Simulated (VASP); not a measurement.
# SiNi3 (Pm-3m) in VASP: further runs

Aim: see how the results for SiNi3 move with the level of theory and the settings. Levels: PBEsol, PBE. Tasks: single point.

Program: VASP 6.6.1. These are calculated values, not measurements. Logs are shortened: lines on timing, memory, paths and dates and some standing lists are left out, and cuts for length are marked.

## (1) The cell of the first run

The structure is cubic, space group Pm-3m (No. 221). Conventional cell: a = 3.542 Å, b = 3.542 Å, c = 3.542 Å, α = 90.00°, β = 90.00°, γ = 90.00°. Within 3.3 Å of Ni (site symmetry 4/mmm) lie 8 Ni at 2.50 Å and 4 Si at 2.50 Å. Si (site symmetry m-3m) has 12 Ni at 2.50 Å within 3.3 Å.

## (2) Single point, PBEsol, collinear spin, ferromagnetic start

File INCAR:

```
  PREC = Accurate
  ENCUT = 690
  EDIFF = 1E-6
  ISMEAR = -1
  SIGMA = 0.05
  LREAL = False
  LASPH = True
  NELM = 200
  ALGO = Normal
  ISIF = 2
  LWAVE = False
  LCHARG = False
  ISPIN = 2
  MAGMOM = 2 2 2 0
  LORBIT = 11
  NUPDOWN = 6.0
  LMAXMIX = 4
  GGA = PS
  NBANDS = 41
  GGA_COMPAT = False
```

File KPOINTS:

```
regular mesh
0
Gamma
  6 6 6
```

File POSCAR:

```
SiNi3
1.0
    3.5420000000      0.0000000000      0.0000000000
    0.0000000000      3.5420000000      0.0000000000
    0.0000000000      0.0000000000      3.5420000000
Ni Si
3 1
Direct
    0.5000000000      0.5000000000      0.0000000000
    0.5000000000      0.0000000000      0.5000000000
    0.0000000000      0.5000000000      0.5000000000
    0.0000000000      0.0000000000      0.0000000000
```

Potentials or basis: VASP PAW PBE potentials, release 64 (Ni_sv_GW, Si).

Run with:

```
$ cat potpaw_PBE.64/Ni_sv_GW/POTCAR potpaw_PBE.64/Si/POTCAR > POTCAR
$ mpirun -np 1 vasp_std > vasp.out
```

OUTCAR:

```text
PREC = Accurate
   ENCUT = 690
   EDIFF = 1E-6
   ISMEAR = -1
   LREAL = False
   LASPH = True
   NELM = 200
   ISIF = 2
   ISPIN = 2
   LORBIT = 11
   NUPDOWN = 6.0
   GGA = PS

 ion  position               nearest neighbor table
   1  0.500  0.500  0.000-   2 2.50   3 2.50   4 2.50   2 2.50   3 2.50   2 2.50   4 2.50   2 2.50
                             3 2.50   4 2.50   3 2.50   4 2.50
   2  0.500  0.000  0.500-   1 2.50   3 2.50   4 2.50   1 2.50   4 2.50   1 2.50   3 2.50   1 2.50
                             3 2.50   4 2.50   4 2.50   3 2.50
   3  0.000  0.500  0.500-   1 2.50   2 2.50   4 2.50   1 2.50   4 2.50   2 2.50   4 2.50   4 2.50
                             1 2.50   2 2.50   1 2.50   2 2.50
   4  0.000  0.000  0.000-   1 2.50   2 2.50   3 2.50   2 2.50   3 2.50   1 2.50   3 2.50   3 2.50
                             1 2.50   2 2.50   2 2.50   1 2.50

  LATTYP: Found a simple cubic cell.
 ALAT       =     3.5420000000

  Lattice vectors:

 A1 = (   3.5420000000,   0.0000000000,   0.0000000000)
 A2 = (   0.0000000000,   3.5420000000,   0.0000000000)
 A3 = (   0.0000000000,   0.0000000000,   3.5420000000)

Analysis of symmetry for initial positions (statically):
=====================================================================
 Subroutine PRICEL returns:
 Original cell was already a primitive cell.

 Routine SETGRP: Setting up the symmetry group for a
 simple cubic supercell.

 Subroutine GETGRP returns: Found 48 space group operations
 (whereof 48 operations were pure point group operations)
 out of a pool of 48 trial point group operations.

The static configuration has the point symmetry O_h .

Analysis of symmetry for dynamics (positions and initial velocities):
=====================================================================
 Subroutine PRICEL returns:
 Original cell was already a primitive cell.

 Routine SETGRP: Setting up the symmetry group for a
 simple cubic supercell.

 Subroutine GETGRP returns: Found 48 space group operations
 (whereof 48 operations were pure point group operations)
 out of a pool of 48 trial point group operations.

The dynamic configuration has the point symmetry O_h .

Analysis of structural, dynamic, and magnetic symmetry:
=====================================================================
 Subroutine PRICEL returns:
 Original cell was already a primitive cell.

 Routine SETGRP: Setting up the symmetry group for a
 simple cubic supercell.

 Subroutine GETGRP returns: Found 48 space group operations
 (whereof 48 operations were pure point group operations)
 out of a pool of 48 trial point group operations.

The overall configuration has the point symmetry O_h .

 Subroutine INISYM returns: Found 48 space group operations
 (whereof 48 operations are pure point group operations),
 and found     1 'primitive' translations

----------------------------------------------------------------------------------------

                                     Primitive cell

  volume of cell :      44.4371

  direct lattice vectors                    reciprocal lattice vectors
     3.542000000  0.000000000  0.000000000     0.282326369  0.000000000  0.000000000
     0.000000000  3.542000000  0.000000000     0.000000000  0.282326369  0.000000000
     0.000000000  0.000000000  3.542000000     0.000000000  0.000000000  0.282326369

  length of vectors
     3.542000000  3.542000000  3.542000000     0.282326369  0.282326369  0.282326369

  position of ions in fractional coordinates (direct lattice)
     0.500000000  0.500000000  0.000000000
     0.500000000  0.000000000  0.500000000
     0.000000000  0.500000000  0.500000000
     0.000000000  0.000000000  0.000000000

  ion indices of the primitive-cell ions
   primitive index   ion index
                 1           1
                 2           2
                 3           3
                 4           4

----------------------------------------------------------------------------------------

 KPOINTS: regular mesh

Automatic generation of k-mesh.
 Grid dimensions read from file:
 generate k-points for:    6    6    6

 Generating k-lattice:

  Cartesian coordinates                     Fractional coordinates (reciprocal lattice)
     0.047054395  0.000000000  0.000000000     0.166666667  0.000000000  0.000000000
     0.000000000  0.047054395  0.000000000     0.000000000  0.166666667  0.000000000
     0.000000000  0.000000000  0.047054395     0.000000000  0.000000000  0.166666667

  Length of vectors
     0.047054395  0.047054395  0.047054395

  Shift w.r.t. Gamma in fractional coordinates (k-lattice)
     0.000000000  0.000000000  0.000000000

 Subroutine IBZKPT returns following result:
 ===========================================

 Found     20 irreducible k-points:

 Following reciprocal coordinates:
            Coordinates               Weight
  0.000000  0.000000  0.000000      1.000000
  0.166667  0.000000  0.000000      6.000000
  0.333333  0.000000  0.000000      6.000000
  0.500000  0.000000  0.000000      3.000000
  0.166667  0.166667  0.000000     12.000000
  0.333333  0.166667  0.000000     24.000000
[... 12 lines left out ...]
  0.500000  0.500000  0.333333      6.000000
  0.500000  0.500000  0.500000      1.000000
   k-points           NKPTS =     20   k-points in BZ     NKDIM =     20   number of bands    NBANDS=     41
   number of dos      NEDOS =    301   number of ions     NIONS =      4
   total plane-waves  NPLWV =  27000
   dimension x,y,z NGX =    30 NGY =   30 NGZ =   30
   dimension x,y,z NGXF=    60 NGYF=   60 NGZF=   60
   ions per type =               3   1
   NGX,Y,Z   is equivalent  to a cutoff of  14.08, 14.08, 14.08 a.u.
   NGXF,Y,Z  is equivalent  to a cutoff of  28.16, 28.16, 28.16 a.u.
 SYSTEM =  unknown system
   PREC   = accura    normal or accurate (medium, high low for compatibility)
   ISTART =      0    job   : 0-new  1-cont  2-samecut
   ICHARG =      2    charge: 1-file 2-atom 10-const
   ISPIN  =      2    spin polarized calculation?
   LNONCOLLINEAR =      F non collinear calculations
   LSORBIT =      F    spin-orbit coupling
   LASPH  =      T    aspherical Exc in radial PAW
   ENCUT  =  690.0 eV  50.71 Ry    7.12 a.u.   7.59  7.59  7.59*2*pi/ulx,y,z
   NELM   =    200;   NELMIN=  2; NELMDL= -5     # of ELM steps
   EDIFF  = 0.1E-05   stopping-criterion for ELM
   LREAL  =      F    real-space projection
[... 7 lines left out ...]
   TEBEG  =    0.0;   TEEND  =   0.0 temperature during run
   PSTRESS=    0.0 pullay stress
   NELECT =      58.0000    total number of electrons
   NUPDOWN=       6.0000    fix difference up-down
   EMIN   =  10.00;   EMAX   =-10.00  energy-range for DOS
   EFERMI =   0.00;   METHOD = LEGACY
   ISMEAR =    -1;   SIGMA  =   0.05  broadening in eV -4-tet -1-fermi 0-gaus
   EFERMI_NEDOS =   21; number of points for ismear=-14 and -15
   IALGO  =     38    algorithm
   IMIX   =      4    mixing-type and parameters
     AMIX     =   0.40;   BMIX     =  1.00
     AMIX_MAG =   1.60;   BMIX_MAG =  1.00
  volume/ion in A,a.u.               =      11.11        74.97
  Fermi-wavevector in a.u.,A,eV,Ry     =   1.789104  3.380916 43.550799  3.200893
  Thomas-Fermi vector in A             =   2.852146
   LORBIT       =     11    0 simple, 1 ext, 2 COOP (PROOUT), +10 PAW based schemes
   GGA     = PS    functional components
   LHFCALC =     F    Hartree Fock is set to
   AEXX    =    0.0000 exact exchange contribution
   IVDW    =     0    specifies the selected vdW correction
   LEPSILON=     F    determine dielectric tensor
   LRPA    =     F    only Hartree local field effects (RPA)
 spin polarized calculation
  energy-cutoff  :      690.00
  volume of cell :       44.44
 maximum number of plane-waves:      1856
   NGX = 15   NGY = 15   NGZ = 15

 number of electron      57.9999923 magnetization       5.9999991

 Free energy of the ion-electron system (eV)
  ---------------------------------------------------
  ext. energy  EPLUGINS =         0.00000000
  ---------------------------------------------------
  free energy    TOTEN  =       -22.71688820 eV

  energy without entropy =      -22.66021181  energy(sigma->0) =      -22.68855000

 E-fermi :   7.9143     XC(G=0): -13.5742

 val. band max:       12.8349982664   @ k =   0.0000   0.0000   0.0000
 cond. band min:       7.9279709144   @ k =   0.1667   0.1667   0.0000
 fundamental gap:     -4.9070273520
 Fermi energy:        12.8830760341

 spin component 1

 k-point     1 :       0.0000    0.0000    0.0000
  band No.  band energies     occupation
      1     -95.8043      1.00000
      2     -95.7746      1.00000
      3     -95.7746      1.00000
      4     -56.3754      1.00000
      5     -56.3754      1.00000
      6     -56.3754      1.00000
[... 869 lines left out ...]
     40      25.4359      0.00000
     41      29.5990      0.00000
 Fermi energy:         7.9142850424

 spin component 2

 k-point     1 :       0.0000    0.0000    0.0000
  band No.  band energies     occupation
      1     -94.0362      1.00000
      2     -94.0050      1.00000
      3     -94.0050      1.00000
      4     -54.6372      1.00000
      5     -54.6372      1.00000
      6     -54.6372      1.00000
[... 869 lines left out ...]
     40      26.4328      0.00000
     41      30.5352      0.00000

------------------------ aborting loop because EDIFF is reached ----------------------------------------

  FORCE on cell =-STRESS in cart. coord.  units (eV):
  Direction    XX          YY          ZZ          XY          YZ          ZX
  --------------------------------------------------------------------------------------
  -------------------------------------------------------------------------------------
  Total        4.5802919      4.5802919      4.5802919     -0.0000000      0.0000000      0.0000000
  in kB      165.1422006    165.1422006    165.1422006     -0.0000000      0.0000000      0.0000000
  external PRESSURE =     165.1422006 kB  Pullay stress =       0.0000000 kB

 VOLUME and BASIS-vectors are now :
 -----------------------------------------------------------------------------
  energy-cutoff  :      690.00
  volume of cell :       44.44
      direct lattice vectors                 reciprocal lattice vectors
     3.542000000  0.000000000  0.000000000     0.282326369  0.000000000  0.000000000
     0.000000000  3.542000000  0.000000000     0.000000000  0.282326369  0.000000000
     0.000000000  0.000000000  3.542000000     0.000000000  0.000000000  0.282326369

 POSITION                                       TOTAL-FORCE (eV/Angst)
 -----------------------------------------------------------------------------------
      1.77100      1.77100      0.00000         0.000000      0.000000      0.000000
      1.77100      0.00000      1.77100         0.000000      0.000000      0.000000
      0.00000      1.77100      1.77100         0.000000      0.000000      0.000000
      0.00000      0.00000      0.00000         0.000000      0.000000      0.000000
 -----------------------------------------------------------------------------------
    total drift:                                0.000000      0.000000     -0.000000

  FREE ENERGIE OF THE ION-ELECTRON SYSTEM (eV)
  ---------------------------------------------------
  free  energy   TOTEN  =       -22.7168881960 eV

  energy  without entropy=      -22.6602118063  energy(sigma->0) =      -22.68855000

 total charge

# of ion       s       p       d       f       tot
--------------------------------------------------
    1        2.264   6.373   7.677   0.005  16.318
    2        2.264   6.373   7.677   0.005  16.318
    3        2.264   6.373   7.677   0.005  16.318
    4        0.733   0.914   0.000   0.000   1.647
--------------------------------------------------
tot          7.526  20.032  23.030   0.014  50.602

 magnetization (x)

# of ion       s       p       d       f       tot
--------------------------------------------------
    1        0.044   0.110   1.411   0.001   1.567
    2        0.044   0.110   1.411   0.001   1.567
    3        0.044   0.110   1.411   0.001   1.567
    4        0.119   0.299   0.000   0.000   0.418
--------------------------------------------------
tot          0.252   0.629   4.233   0.004   5.118
```

Run time: 1.8 min. Hardware: 1 thread of AMD EPYC 9R45 (Zen 5), shared host; peak memory 0.21 GiB.

What came out:

| Property | Result |
| --- | --- |
| Free energy | -22.7169 eV |
| Pressure | 16.5 GPa |
| Net moment | 6.00 μB per cell |
| Site moments | Ni +1.57; Si +0.42 μB |
| Valence electrons inside the program's atomic spheres | Ni 16.32; Si 1.65 |

Caveat: the cell stands under pressure; the PAW data sets were made with another functional, which shifts forces and pressure a little; the total moment is fixed, so each spin has its own Fermi level and the state may be an excited one.

## (3) Single point, PBE, collinear spin, ferromagnetic start

File INCAR:

```
SYSTEM = SiNi3
PREC     = Accurate       ! precision mode
ENCUT    = 690            ! plane-wave cutoff, eV
EDIFF    = 1E-6           ! SCF threshold, eV
ISMEAR   = 0              ! smearing method
SIGMA    = 0.017          ! smearing width, eV
LREAL    = .False.        ! projectors in reciprocal space
LASPH    = .True.         ! aspherical terms in the spheres
NELM     = 200            ! most SCF steps
ALGO     = Normal         ! electronic algorithm
ISIF     = 2              ! what is computed and relaxed
LWAVE    = .False.        ! write WAVECAR
LCHARG   = .False.        ! write CHGCAR
ISPIN    = 2              ! spin polarisation
MAGMOM   = 1 1 1 0        ! initial moments
LORBIT   = 11             ! projections on sites
LMAXMIX  = 4              ! l up to which the mixer works
GGA      = PE             ! functional
NBANDS   = 41             ! bands
GGA_COMPAT= .False.
```

File KPOINTS:

```
regular mesh
0
Gamma
  8 8 8
  0 0 0
```

POSCAR is that of step 2.

Potentials or basis: VASP PAW PBE potentials, release 64 (Ni_sv_GW, Si).

Run with:

```
$ cat potpaw_PBE.64/Ni_sv_GW/POTCAR potpaw_PBE.64/Si/POTCAR > POTCAR
$ mpirun -np 1 vasp_std > vasp.out
```

Run time: 3.3 min. Hardware: 1 thread of Intel Xeon Platinum 8259CL at 2.50GHz (Skylake/Cascade Lake), shared host; peak memory 0.3 GiB.

It converged, with:

| Property | Result |
| --- | --- |
| Free energy | -26.4919 eV |
| Pressure | -6.9 GPa |
| Band gap on the k mesh | zero (filled and empty bands overlap) |
| Net moment | 0.00 μB per cell |
| Valence electrons inside the program's atomic spheres | Ni 16.40; Si 1.53 |

Levels at points of the mesh, in eV from the Fermi level:
Spin up:
| k point | band 27 | band 28 | band 29 | band 30 | band 31 | band 32 |
| --- | --- | --- | --- | --- | --- | --- |
| (0.00, 0.00, 0.00) | -0.61 | -0.29 | 0.02 | 0.02 | 0.02 | 4.50 |
| (0.50, 0.00, 0.00) | -1.11 | -0.55 | 0.02 | 3.46 | 3.46 | 4.88 |
| (0.50, 0.50, 0.00) | -1.07 | -0.99 | -0.92 | 0.61 | 0.61 | 5.38 |
| (0.50, 0.50, 0.50) | -1.20 | -0.44 | -0.21 | -0.21 | -0.21 | 1.07 |
Spin down:
| k point | band 27 | band 28 | band 29 | band 30 | band 31 | band 32 |
| --- | --- | --- | --- | --- | --- | --- |
| (0.00, 0.00, 0.00) | -0.61 | -0.29 | 0.02 | 0.02 | 0.02 | 4.50 |
| (0.50, 0.00, 0.00) | -1.11 | -0.55 | 0.02 | 3.46 | 3.46 | 4.88 |
| (0.50, 0.50, 0.00) | -1.07 | -0.99 | -0.92 | 0.61 | 0.61 | 5.38 |
| (0.50, 0.50, 0.50) | -1.20 | -0.44 | -0.21 | -0.21 | -0.21 | 1.07 |

Caveat: the cell stands under tension; the moments typed at the start vanished in this run.

## (4) Single point, PBE, collinear spin, ferromagnetic start

File INCAR:

```
SYSTEM = SiNi3
PREC = Accurate
ENCUT = 690
EDIFF = 1E-6
ISMEAR = 0
SIGMA = 0.016
LREAL = .FALSE.
LASPH = .TRUE.
NELM = 200
ALGO = Normal
ISIF = 2
LWAVE = .FALSE.
LCHARG = .TRUE.
ISPIN = 2
MAGMOM = 1 1 1 0
LORBIT = 11
LMAXMIX = 4
GGA = PE
LELF = .TRUE.
LVHAR = .TRUE.
NBANDS = 41
GGA_COMPAT = .FALSE.
```

File KPOINTS:

```
Automatic mesh
0
G
  8 8 8
  0 0 0
```

POSCAR is that of step 3.

Run with:

```
$ cat potpaw_PBE.64/Ni_sv_GW/POTCAR potpaw_PBE.64/Si/POTCAR > POTCAR
$ mpirun -np 1 vasp_std > vasp.out
```

Wall time 3.4 min (1 thread of Intel Xeon Platinum 8259CL at 2.50GHz (Skylake/Cascade Lake), shared host); peak memory 0.29 GiB.

Results (log left out):

- Free energy: -26.4918 eV
- Pressure: -6.9 GPa
- Band gap on the k mesh: zero (filled and empty bands overlap)
- Net moment: 0.00 μB per cell
- Valence electrons inside the program's atomic spheres: Ni 16.40; Si 1.53

Levels at points of the mesh, in eV from the Fermi level:
Spin up:
```csv
k point,band 26,band 27,band 28,band 29,band 30,band 31,band 32,band 33
"(0.00, 0.00, 0.00)",-0.61,-0.61,-0.29,0.02,0.02,0.02,4.50,6.14
"(0.50, 0.00, 0.00)",-1.26,-1.11,-0.55,0.02,3.46,3.46,4.88,5.13
"(0.50, 0.50, 0.00)",-1.40,-1.07,-0.99,-0.92,0.61,0.61,5.38,6.12
"(0.50, 0.50, 0.50)",-1.20,-1.20,-0.44,-0.21,-0.21,-0.21,1.07,3.84
```
Spin down:
| k point | band 27 | band 28 | band 29 | band 30 | band 31 | band 32 |
| --- | --- | --- | --- | --- | --- | --- |
| (0.00, 0.00, 0.00) | -0.61 | -0.29 | 0.02 | 0.02 | 0.02 | 4.50 |
| (0.50, 0.00, 0.00) | -1.11 | -0.55 | 0.02 | 3.46 | 3.46 | 4.88 |
| (0.50, 0.50, 0.00) | -1.07 | -0.99 | -0.92 | 0.61 | 0.61 | 5.38 |
| (0.50, 0.50, 0.50) | -1.20 | -0.44 | -0.21 | -0.21 | -0.21 | 1.07 |

Caveat: the cell stands under tension; the moments typed at the start vanished in this run.

(Part 1 of 2 ends here.)

The gap in the log of VASP goes by the Fermi energy; the results here count the filled bands.